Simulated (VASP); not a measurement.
Here is a VASP 6.6.1 calculation.

File POSCAR:

```
FeSi
1.0
    4.4030518950      0.0000000000      0.0000000000
    0.0000000000      4.4030518950      0.0000000000
    0.0000000000      0.0000000000      4.4030518950
Fe Si
4 4
Direct
    0.8633399905      0.6366600095      0.3633399905
    0.6366600095      0.3633399905      0.8633399905
    0.3633399905      0.8633399905      0.6366600095
    0.1366600095      0.1366600095      0.1366600095
    0.1588681659      0.3411318341      0.6588681659
    0.3411318341      0.6588681659      0.1588681659
    0.6588681659      0.1588681659      0.3411318341
    0.8411318341      0.8411318341      0.8411318341
```

File INCAR.step1:

```
ALGO = Normal
EDIFF = 1E-4
ENCUT = 520
GGA = PE
ISMEAR = -1
LASPH = T
LCHARG = F
LREAL = F
LWAVE = T
NBANDS = 34
NELM = 60
PREC = Accurate
SIGMA = 0.02
```

Contents of INCAR.step2:

```
ALGO = Normal
EDIFF = 1E-6
ENCUT = 520
ISIF = 2
ISMEAR = -1
ISTART = 1
LASPH = T
LCHARG = T
LELF = T
LMIXTAU = T
LREAL = F
LVHAR = T
LWAVE = F
METAGGA = R2SCAN
NBANDS = 34
NELM = 60
PREC = Accurate
SIGMA = 0.02
```

File KPOINTS:

```
k-points
0
Gamma
  6 6 6
```

Potentials or basis: VASP PAW PBE potentials, release 64 (Fe, Si).

Launch:

```sh
$ cat potpaw_PBE.64/Fe/POTCAR potpaw_PBE.64/Si/POTCAR > POTCAR
$ cp INCAR.step1 INCAR
$ mpirun -np 1 vasp_std > vasp.out
$ cp INCAR.step2 INCAR
$ mpirun -np 1 vasp_std > vasp.out
```

**Question.** What does it give for the largest force?

**Answer.** 0.038 eV/Å.

**Question.** What does it give for the band gap on the k mesh?

**Answer.** 0.32 eV (least direct gap 0.35 eV).

**Question.** Predict the pressure.

**Answer.** 0.4 GPa.

Forces on the atoms (eV/Å):
```
Fe  -0.022  0.022 -0.022
Fe   0.022 -0.022 -0.022
Fe  -0.022 -0.022  0.022
Fe   0.022  0.022  0.022
Si  -0.001  0.001 -0.001
Si   0.001 -0.001 -0.001
Si  -0.001 -0.001  0.001
Si   0.001  0.001  0.001
```

Caveat: the PAW data sets were made with another functional, which shifts forces and pressure a little. A k mesh can miss the band edges.
